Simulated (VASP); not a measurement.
# Mn in VASP: further runs

The runs below take Mn through relaxation of cell and atoms, single point, with r2SCAN.

Everything below comes from runs of VASP 6.6.1. Logs are shortened: lines on timing, memory, paths and dates and some standing lists are left out, and cuts for length are marked.

## Step 1: The cell of the first run

It takes space group I4/mmm (No. 139, tetragonal). The conventional cell has a = 2.612 Å, b = 2.612 Å, c = 3.973 Å, α = 90.00°, β = 90.00°, γ = 90.00°. Mn (site symmetry 4/mmm) has 12 Mn at 2.61 to 2.71 Å within 3.4 Å.

## Step 2: Relaxation of cell and atoms, r2SCAN, collinear spin, ferromagnetic start

Contents of POSCAR:

```
Mn
1.0
   -1.3058206205      1.3058206205      1.9866155791
    1.3058206205     -1.3058206205      1.9866155791
    1.3058206205      1.3058206205     -1.9866155791
Mn
1
Direct
    0.0000000000      0.0000000000      0.0000000000
```

Contents of INCAR.step1:

```
  PREC = Accurate
  ENCUT = 600
  ISMEAR = 0
  SIGMA = 0.1
  LREAL = F
  LASPH = T
  NELM = 150
  ISPIN = 2
  MAGMOM = 3.95
  LMAXMIX = 4
  GGA = PE
  ALGO = Normal
  EDIFF = 1E-4
  LWAVE = T
  LCHARG = F
```

Contents of INCAR.step2:

```
  PREC = Accurate
  ENCUT = 600
  EDIFF = 1E-7
  ISMEAR = 0
  SIGMA = 0.1
  LREAL = F
  LASPH = T
  NELM = 150
  ALGO = Normal
  ISIF = 3
  LWAVE = F
  LCHARG = F
  ISPIN = 2
  MAGMOM = 3.95
  LORBIT = 11
  LMAXMIX = 4
  METAGGA = R2SCAN
  LMIXTAU = T
  IBRION = 2
  NSW = 90
  EDIFFG = -0.04
  ISTART = 1
```

Contents of KPOINTS:

```
Automatic mesh
0
Gamma
  10 10 10
```

Potentials or basis: VASP PAW PBE potentials, release 64 (Mn_pv).

Run with:

```
$ cat potpaw_PBE.64/Mn_pv/POTCAR > POTCAR
$ cp INCAR.step1 INCAR
$ mpirun -np 1 vasp_std > vasp.out
$ cp INCAR.step2 INCAR
$ mpirun -np 1 vasp_std > vasp.out
```

OUTCAR:

```text
PREC = Accurate
   ENCUT = 600
   EDIFF = 1E-7
   ISMEAR = 0
   LREAL = F
   LASPH = T
   NELM = 150
   ISIF = 3
   ISPIN = 2
   LORBIT = 11
   METAGGA = R2SCAN
   IBRION = 2
   NSW = 90
   EDIFFG = -0.04
   ISTART = 1

 ion  position               nearest neighbor table
   1  0.000  0.000  0.000-

  LATTYP: Found a body centered tetragonal cell.
 ALAT       =     2.6116412410
 C/A-ratio  =     1.5213541186

  Lattice vectors:

 A1 = (  -1.3058206205,   1.3058206205,   1.9866155791)
 A2 = (   1.3058206205,  -1.3058206205,   1.9866155791)
 A3 = (   1.3058206205,   1.3058206205,  -1.9866155791)

Analysis of symmetry for initial positions (statically):
=====================================================================
 Subroutine PRICEL returns:
 Original cell was already a primitive cell.

 Routine SETGRP: Setting up the symmetry group for a
 body centered tetragonal supercell.

 Subroutine GETGRP returns: Found 16 space group operations
 (whereof 16 operations were pure point group operations)
 out of a pool of 16 trial point group operations.

The static configuration has the point symmetry D_4h.

Analysis of symmetry for dynamics (positions and initial velocities):
=====================================================================
 Subroutine PRICEL returns:
 Original cell was already a primitive cell.

 Routine SETGRP: Setting up the symmetry group for a
 body centered tetragonal supercell.

 Subroutine GETGRP returns: Found 16 space group operations
 (whereof 16 operations were pure point group operations)
 out of a pool of 16 trial point group operations.

The dynamic configuration has the point symmetry D_4h.

Analysis of structural, dynamic, and magnetic symmetry:
=====================================================================
 Subroutine PRICEL returns:
 Original cell was already a primitive cell.

 Routine SETGRP: Setting up the symmetry group for a
 body centered tetragonal supercell.

 Subroutine GETGRP returns: Found 16 space group operations
 (whereof 16 operations were pure point group operations)
 out of a pool of 16 trial point group operations.

The overall configuration has the point symmetry D_4h.

 Subroutine INISYM returns: Found 16 space group operations
 (whereof 16 operations are pure point group operations),
 and found     1 'primitive' translations

----------------------------------------------------------------------------------------

                                     Primitive cell

  volume of cell :      13.5500

  direct lattice vectors                    reciprocal lattice vectors
    -1.305820621  1.305820621  1.986615579     0.000000000  0.382900984  0.251684324
     1.305820621 -1.305820621  1.986615579     0.382900984  0.000000000  0.251684324
     1.305820621  1.305820621 -1.986615579     0.382900984  0.382900984  0.000000000

  length of vectors
     2.712374687  2.712374687  2.712374687     0.458211919  0.458211919  0.541503764

  position of ions in fractional coordinates (direct lattice)
     0.000000000  0.000000000  0.000000000

  ion indices of the primitive-cell ions
   primitive index   ion index
                 1           1

----------------------------------------------------------------------------------------

 KPOINTS: Automatic mesh

Automatic generation of k-mesh.
 Grid dimensions read from file:
 generate k-points for:   10   10   10

 Generating k-lattice:

  Cartesian coordinates                     Fractional coordinates (reciprocal lattice)
     0.000000000  0.038290098  0.025168432     0.100000000  0.000000000 -0.000000000
     0.038290098  0.000000000  0.025168432     0.000000000  0.100000000 -0.000000000
     0.038290098  0.038290098  0.000000000     0.000000000  0.000000000  0.100000000

  Length of vectors
     0.045821192  0.045821192  0.054150376

  Shift w.r.t. Gamma in fractional coordinates (k-lattice)
     0.000000000  0.000000000  0.000000000

 Subroutine IBZKPT returns following result:
 ===========================================

 Found    102 irreducible k-points:

 Following reciprocal coordinates:
            Coordinates               Weight
  0.000000  0.000000  0.000000      1.000000
  0.100000  0.000000  0.000000      8.000000
  0.200000  0.000000  0.000000      8.000000
  0.300000 -0.000000  0.000000      8.000000
  0.400000  0.000000  0.000000      8.000000
  0.500000  0.000000  0.000000      4.000000
[... 16 lines left out ...]
  0.300000  0.300000  0.000000      8.000000
  0.400000  0.300000  0.000000     16.000000
 [... further k-points ...]
   k-points           NKPTS =    102   k-points in BZ     NKDIM =    102   number of bands    NBANDS=     12
   number of dos      NEDOS =    301   number of ions     NIONS =      1
   total plane-waves  NPLWV =  13824
   dimension x,y,z NGX =    24 NGY =   24 NGZ =   24
   dimension x,y,z NGXF=    48 NGYF=   48 NGZF=   48
   ions per type =               1
[... 67 lines left out ...]
  Direction    XX          YY          ZZ          XY          YZ          ZX
  --------------------------------------------------------------------------------------
  -------------------------------------------------------------------------------------
  Total        1.4188564      1.4188564      1.1524335      0.0000000     -0.0000000      0.0000000
  in kB      167.7676191    167.7676191    136.2653942      0.0000000     -0.0000000      0.0000000
  external PRESSURE =     157.2668775 kB  Pullay stress =       0.0000000 kB
[... 86 lines left out ...]
  FREE ENERGIE OF THE ION-ELECTRON SYSTEM (eV)
  ---------------------------------------------------
  free  energy   TOTEN  =       -14.5773798551 eV

  energy  without entropy=      -14.5733881145  energy(sigma->0) =      -14.57538398

[... ionic steps 4 to 9 ...]

--------------------------------------- Ionic step       10  -------------------------------------------

 number of electron      13.0000009 magnetization       3.7507132

------------------------ aborting loop because EDIFF is reached ----------------------------------------

  FORCE on cell =-STRESS in cart. coord.  units (eV):
  Direction    XX          YY          ZZ          XY          YZ          ZX
  --------------------------------------------------------------------------------------
  -------------------------------------------------------------------------------------
  Total        0.0430613      0.0430613      0.0349658      0.0000000     -0.0000000      0.0000000
  in kB        4.5506726      4.5506726      3.6951515      0.0000000     -0.0000000      0.0000000
  external PRESSURE =       4.2654989 kB  Pullay stress =       0.0000000 kB
[... 55 lines left out ...]
  energy  without entropy=      -14.5802588086  energy(sigma->0) =      -14.58158718

--------------------------------------- Ionic step       12  -------------------------------------------

 number of electron      13.0000009 magnetization       3.7529719

 Free energy of the ion-electron system (eV)
  ---------------------------------------------------
  ext. energy  EPLUGINS =         0.00000000
  ---------------------------------------------------
  free energy    TOTEN  =       -14.58330181 eV

  energy without entropy =      -14.58080645  energy(sigma->0) =      -14.58205413

 E-fermi :   7.0180     XC(G=0): -12.9806

 val. band max:        6.9285503487   @ k =  -0.4000   0.4000   0.2000
 cond. band min:       7.0354313364   @ k =  -0.2000  -0.4000   0.2000
 fundamental gap:      0.1068809877
 Fermi energy:         7.0180151131

 spin component 1

 k-point     1 :       0.0000    0.0000    0.0000
  band No.  band energies     occupation
      1     -44.6090      1.00000
      2     -44.6087      1.00000
      3     -44.6087      1.00000
      4      -1.0274      1.00000
      5       4.2953      1.00000
      6       4.2954      1.00000
      7       4.2998      1.00000
      8       5.1861      1.00000
      9       5.1897      1.00000
     10      25.6241      0.00000
     11      29.1795      0.00000
     12      29.1854      0.00000
[... 331 lines left out ...]
 k-point    24 :       0.4000    0.3000    0.0000
  band No.  band energies     occupation
      1     -44.7871      1.00000
      2     -44.7385      1.00000
      3     -44.6691      1.00000
      4       3.0074      1.00000
      5       3.3353      1.00000
      6       4.3369      1.00000
      7       5.1109      1.00000
      8       5.8651      1.00000
      9      10.9928      0.00000
     10      12.0496      0.00000
     11      16.2481      0.00000
     12      21.6828      0.00000

 [... further k-points ...]

 spin component 2

 k-point     1 :       0.0000    0.0000    0.0000
  band No.  band energies     occupation
      1     -39.3625      1.00000
      2     -39.3623      1.00000
      3     -39.3623      1.00000
      4      -0.8709      1.00000
      5       8.8620      0.00000
      6       8.8621      0.00000
      7       8.8653      0.00000
      8      10.3963      0.00000
      9      10.3999      0.00000
     10      25.8497      0.00000
     11      30.6478      0.00000
     12      30.6603      0.00000
[... 331 lines left out ...]
 k-point    24 :       0.4000    0.3000    0.0000
  band No.  band energies     occupation
      1     -39.5868      1.00000
      2     -39.5242      1.00000
      3     -39.4346      1.00000
      4       5.9884      1.00000
      5       6.3507      1.00000
      6       7.7064      0.00000
      7      10.0451      0.00000
      8      10.9271      0.00000
      9      13.6444      0.00000
     10      14.8329      0.00000
     11      18.5835      0.00000
     12      23.6623      0.00000

 [... further k-points ...]

------------------------ aborting loop because EDIFF is reached ----------------------------------------

  FORCE on cell =-STRESS in cart. coord.  units (eV):
  Direction    XX          YY          ZZ          XY          YZ          ZX
  --------------------------------------------------------------------------------------
  -------------------------------------------------------------------------------------
  Total        0.0016378      0.0016378     -0.0006413      0.0000000     -0.0000000      0.0000000
  in kB        0.1723969      0.1723969     -0.0675079      0.0000000     -0.0000000      0.0000000
  external PRESSURE =       0.0924286 kB  Pullay stress =       0.0000000 kB
[... 16 lines left out ...]
  FREE ENERGIE OF THE ION-ELECTRON SYSTEM (eV)
  ---------------------------------------------------
  free  energy   TOTEN  =       -14.5833018090 eV

  energy  without entropy=      -14.5808064450  energy(sigma->0) =      -14.58205413

 reached required accuracy - stopping structural energy minimisation

 total charge

# of ion       s       p       d       tot
------------------------------------------
    1        0.357   6.234   4.953  11.543

 magnetization (x)

# of ion       s       p       d       tot
------------------------------------------
    1       -0.015  -0.012   3.724   3.697
```

It took 26 min on 1 thread of Intel Xeon Platinum 8259CL at 2.50GHz (Skylake/Cascade Lake), shared host; peak memory 0.2 GiB.

What came out:

```yaml
Free_energy: -14.5833 eV
Relaxed_volume: 15.22 Å³/atom
Relaxed_cell: a = 2.781 Å, b = 2.781 Å, c = 2.781 Å, α = 119.98°, β = 119.98°, γ = 90.04°
Space_group_after_relaxing_to_0.05_Å: Fm-3m (No. 225)
Energy_gained_by_relaxing: 85.2 meV/atom
Ionic_steps: 12
Pressure_after_relaxing: 0.0 GPa
Net_moment: 3.75 μB per cell
Site_moments: Mn +3.70 μB
Valence_electrons_inside_the_program's_atomic_spheres: Mn 11.54
```

The path:
```
step  energy change (eV)  largest force (eV/Å)  pressure (GPa)  volume (Å³)
   1              0.0000                0.0000           15.73        13.55
   2             -0.0612                0.0000           -4.15        16.33
   3             -0.0793                0.0000           -0.56        15.32
   4             -0.0794                0.0000           -0.18        15.26
   5             -0.0794                0.0000            0.05        15.22
   6             -0.0804                0.0000            0.03        15.22
   7             -0.0833                0.0000            0.13        15.20
   8             -0.0848                0.0000            0.55        15.14
   9             -0.0851                0.0000            0.47        15.15
  10             -0.0851                0.0000            0.43        15.16
  11             -0.0848                0.0000           -0.86        15.36
  12             -0.0852                0.0000            0.01        15.22
```

Final structure:
```cif
data_structure
_symmetry_space_group_name_H-M 'P 1'
_symmetry_Int_Tables_number 1
_cell_length_a 2.7814
_cell_length_b 2.7814
_cell_length_c 2.7814
_cell_angle_alpha 119.978
_cell_angle_beta 119.978
_cell_angle_gamma 90.038
_cell_volume 15.22
loop_
_atom_site_label
_atom_site_type_symbol
_atom_site_fract_x
_atom_site_fract_y
_atom_site_fract_z
_atom_site_occupancy
Mn1 Mn 0.00000 0.00000 0.00000 1
```

Caveat: the PAW data sets were made with another functional, which shifts forces and pressure a little.

## Step 3: Single point, r2SCAN, collinear spin, ferromagnetic start

POSCAR is that of step 2.

Contents of INCAR.step1:

```
SYSTEM = Mn
  ALGO = Normal
  EDIFF = 1E-4
  ENCUT = 520
  GGA = PE
  ISMEAR = 0
  ISPIN = 2
  LASPH = .True.
  LCHARG = .False.
  LMAXMIX = 4
  LREAL = .False.
  LWAVE = .True.
  MAGMOM = 4
  NBANDS = 16
  NELM = 150
  PREC = Accurate
  SIGMA = 0.1
```

Contents of INCAR.step2:

```
SYSTEM = Mn
  ALGO = Normal
  EDIFF = 1E-7
  ENCUT = 520
  ISIF = 2
  ISMEAR = 0
  ISPIN = 2
  ISTART = 1
  LASPH = .True.
  LCHARG = .True.
  LELF = .True.
  LMAXMIX = 4
  LMIXTAU = .True.
  LORBIT = 11
  LREAL = .False.
  LVHAR = .True.
  LWAVE = .False.
  MAGMOM = 4
  METAGGA = R2SCAN
  NBANDS = 16
  NELM = 150
  PREC = Accurate
  SIGMA = 0.1
```

Contents of KPOINTS:

```
k-points
0
Gamma
  10 10 10
  0 0 0
```

Potentials or basis: VASP PAW PBE potentials, release 64 (Mn_pv).

Run with:

```
$ cat potpaw_PBE.64/Mn_pv/POTCAR > POTCAR
$ cp INCAR.step1 INCAR
$ mpirun -np 1 vasp_std > vasp.out
$ cp INCAR.step2 INCAR
$ mpirun -np 1 vasp_std > vasp.out
```

It took 5.5 min on 1 thread of Intel Xeon Platinum 8259CL at 2.50GHz (Skylake/Cascade Lake), shared host; peak memory 0.16 GiB.

Results (log left out):

```
Free energy                                           : -14.4978 eV
Pressure                                              : 15.9 GPa
Net moment                                            : 3.67 μB per cell
Site moments                                          : Mn +3.60 μB
Valence electrons inside the program's atomic spheres : Mn 11.68
```

Stress tensor (GPa, compression positive):
```
16.90  0.00  0.00
 0.00 16.90  0.00
 0.00  0.00 13.92
```

Levels at points of the mesh, in eV from the Fermi level:
Spin up:
```tsv
k point	band 5	band 6	band 7	band 8	band 9	band 10	band 11	band 12
(0.00, 0.00, 0.00)	-2.93	-2.32	-2.32	-1.71	-1.20	19.67	23.21	24.31
(0.50, 0.00, 0.00)	-2.89	-2.40	-0.61	-0.46	-0.38	5.65	18.16	21.45
(0.50, 0.50, 0.00)	-4.45	-0.66	-0.44	-0.15	2.47	9.47	12.49	12.52
(0.50, 0.50, 0.50)	-4.52	-0.61	-0.28	-0.28	1.02	7.70	14.06	14.06
```
Spin down:
```csv
k point,band 3,band 4,band 5,band 6,band 7,band 8
"(0.00, 0.00, 0.00)",-46.12,-8.13,1.69,2.09,2.09,3.37
"(0.50, 0.00, 0.00)",-46.17,-2.48,-0.25,1.62,2.12,4.39
"(0.50, 0.50, 0.00)",-46.25,-2.31,-1.05,3.33,4.48,4.61
"(0.50, 0.50, 0.50)",-46.25,-2.30,-0.67,1.48,4.61,4.67
```

Caveat: the PAW data sets were made with another functional, which shifts forces and pressure a little.

## Step 4: Single point, r2SCAN, collinear spin, ferromagnetic start

This run uses another cell than the first one, of 13.69 Å³/atom, 1.010 times its volume.

Contents of POSCAR:

```
Mn
1.0
    0.0000000000      1.8987242364      1.8987242364
    1.8987242364      0.0000000000      1.8987242364
    1.8987242364      1.8987242364      0.0000000000
Mn
1
Direct
    0.0000000000      0.0000000000      0.0000000000
```

Contents of INCAR.step1:

```
SYSTEM = Mn
PREC     = Accurate       ! precision mode
ENCUT    = 520            ! plane-wave cutoff, eV
ISMEAR   = 0              ! smearing method
SIGMA    = 0.1            ! smearing width, eV
LREAL    = .FALSE.        ! projectors in reciprocal space
LASPH    = .TRUE.         ! aspherical terms in the spheres
NELM     = 150            ! most SCF steps
ISPIN    = 2              ! spin polarisation
MAGMOM   = 4              ! initial moments
LMAXMIX  = 4              ! l up to which the mixer works
NBANDS   = 16             ! bands
GGA      = PE             ! functional
ALGO     = Normal         ! electronic algorithm
EDIFF    = 1E-4           ! SCF threshold, eV
LWAVE    = .TRUE.         ! write WAVECAR
LCHARG   = .FALSE.        ! write CHGCAR
```

Contents of INCAR.step2:

```
SYSTEM = Mn
PREC     = Accurate       ! precision mode
ENCUT    = 520            ! plane-wave cutoff, eV
EDIFF    = 1E-7           ! SCF threshold, eV
ISMEAR   = 0              ! smearing method
SIGMA    = 0.1            ! smearing width, eV
LREAL    = .FALSE.        ! projectors in reciprocal space
LASPH    = .TRUE.         ! aspherical terms in the spheres
NELM     = 150            ! most SCF steps
ALGO     = Normal         ! electronic algorithm
ISIF     = 2              ! what is computed and relaxed
LWAVE    = .FALSE.        ! write WAVECAR
LCHARG   = .TRUE.         ! write CHGCAR
ISPIN    = 2              ! spin polarisation
MAGMOM   = 4              ! initial moments
LORBIT   = 11             ! projections on sites
LMAXMIX  = 4              ! l up to which the mixer works
METAGGA  = R2SCAN         ! meta-GGA
LMIXTAU  = .TRUE.       
LELF     = .TRUE.         ! ELF
LVHAR    = .TRUE.       
NBANDS   = 16             ! bands
ISTART   = 1
```

Contents of KPOINTS:

```
Automatic mesh
0
G
  8 8 8
  0 0 0
```

Run with:

```
$ cat potpaw_PBE.64/Mn_pv/POTCAR > POTCAR
$ cp INCAR.step1 INCAR
$ mpirun -np 1 vasp_std > vasp.out
$ cp INCAR.step2 INCAR
$ mpirun -np 1 vasp_std > vasp.out
```

It took 1.8 min on 1 thread of Intel Xeon Platinum 8488C (Sapphire Rapids), shared host; peak memory 0.14 GiB.

Results (log left out):

* Free energy: -14.5280 eV
* Pressure: 14.1 GPa
* Net moment: 3.70 μB per cell
* Site moments: Mn +3.62 μB
* Valence electrons inside the program's atomic spheres: Mn 11.66

Levels at points of the mesh, in eV from the Fermi level:
Spin up:
```
           k point  band 4  band 5  band 6  band 7  band 8  band 9  band 10  band 11  band 12  band 13
(0.00, 0.00, 0.00)   -8.39   -2.55   -2.55   -2.55   -1.47   -1.47    19.44    23.77    23.77    23.77
(0.50, 0.00, 0.00)   -5.04   -2.66   -2.66   -0.59   -0.59   -0.44     5.50    18.59    21.67    21.67
(0.50, 0.50, 0.00)   -4.97   -4.48   -0.68   -0.33   -0.33    1.87     8.73    12.84    12.84    17.89
```
Spin down:
| k point | band 3 | band 4 | band 5 | band 6 | band 7 | band 8 |
| --- | --- | --- | --- | --- | --- | --- |
| (0.00, 0.00, 0.00) | -46.15 | -8.09 | 1.93 | 1.93 | 1.93 | 3.65 |
| (0.50, 0.00, 0.00) | -46.20 | -2.44 | -0.29 | 1.86 | 1.86 | 4.50 |
| (0.50, 0.50, 0.00) | -46.30 | -2.27 | -0.91 | 2.64 | 4.60 | 4.68 |

Caveat: the PAW data sets were made with another functional, which shifts forces and pressure a little.

## Step 5: The runs side by side

```tsv
task	cell	k mesh	cutoff (eV)	gap on the mesh (eV)	pressure (GPa)	moment (μB)
relaxation of cell and atoms	relaxed from a = 2.712 Å, angles 122.4, 122.4, 85.8°, 1 atom	10 × 10 × 10	600	none	0.0	3.75
single point	a = 2.712 Å, angles 122.4, 122.4, 85.8°, 1 atom	10 × 10 × 10	520	none	15.9	3.67
single point	a = 2.685 Å, angles 60.0°, 1 atom	8 × 8 × 8	520	none	14.1	3.70
```

Alike in all rows: level r2SCAN; potentials or basis VASP PAW PBE potentials, release 64 (Mn_pv); spin collinear, ferromagnetic start; smearing gaussian 0.1 eV.

Caveats: the PAW data sets were made with another functional, which shifts forces and pressure a little.

Absolute energies hang on the potentials; compare differences alone.
